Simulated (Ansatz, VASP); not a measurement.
## One calculation of GeN, two programs

Contents of INCAR:

```
SYSTEM = GeN
ALGO = Normal ; EDIFF = 1E-6
EDIFFG = -0.04 ; ENCUT = 600
GGA = PE ; IBRION = 2
ISIF = 3 ; ISMEAR = 0
LASPH = .True. ; LCHARG = .False.
LREAL = .False. ; LWAVE = .False.
NELM = 80 ; NSW = 90
PREC = Accurate ; SIGMA = 0.1
```

KPOINTS

```
k-points
0
Gamma
  6 6 6
  0 0 0
```

File POSCAR:

```
GeN
1.0
    1.9312889964     -4.5421056026      0.0000000000
    1.9312889964      4.5421056026      0.0000000000
    0.0000000000      0.0000000000      3.2903442160
Ge N
2 2
Direct
    0.6400000000      0.3600000000      0.2500000000
    0.3600000000      0.6400000000      0.7500000000
    0.9300000000      0.0700000000      0.2500000000
    0.0700000000      0.9300000000      0.7500000000
```

Input for Ansatz:

```yaml
crystal:
  lattice:
    - [1.9312889964, -4.5421056026, 0.0]
    - [1.9312889964, 4.5421056026, 0.0]
    - [0.0, 0.0, 3.290344216]
  atoms:
    - { symbol: Ge, position: [0.64, 0.36, 0.25] }
    - { symbol: Ge, position: [0.36, 0.64, 0.75] }
    - { symbol: "N", position: [0.93, 0.07, 0.25] }
    - { symbol: "N", position: [0.07, 0.93, 0.75] }
basis:
  ecutwfc: 420
kpoints:
  mp_grid: { grid: [6, 6, 6] }
hamiltonian:
  xc: pbe
scf:
  occupations: { method: gaussian, width: 0.1 }
  lower_state_search: "off"
output:
  forces: true
  stress: true
  eigenvalues: true
relax:
  adjacent_minimum: "off"
  f_tol: 0.04
  max_steps: 70
  cell: { stress_tol: 0.4 }
```

Alike in both runs: task relaxation of cell and atoms; functional PBE; k mesh 6 × 6 × 6; occupations gaussian, width 0.1 eV; no spin polarisation.

|  | VASP | Ansatz |
| --- | --- | --- |
| version | VASP 6.6.1 | Ansatz 0.2.0 |
| potentials or method | VASP PAW PBE potentials, release 64 (Ge_d, N), cutoff 600 eV | scalar-relativistic, plane waves, PAW |
| valence electrons in the cell | 38 | 38 |

Ansatz gave:

| Property | Result |
| --- | --- |
| gap on the k mesh at the Fermi level, each at its own relaxed structure (eV) | none |
| relaxed volume (Å³/atom) | 11.65 |
| relaxed length of the cell vector where the two differ most in proportion (Å) | 5.331 |

**Question.** Estimate VASP's values.

**Answer.** gap on the k mesh at the Fermi level, each at its own relaxed structure (eV): none; relaxed volume (Å³/atom): 11.56; relaxed length of the cell vector where the two differ most in proportion (Å): 5.297.

A gap of «none» marks a metal or a gap that the smearing closes.

Noted on VASP's run: the volume moved by over 15 % at a fixed basis, so the end points are rough.
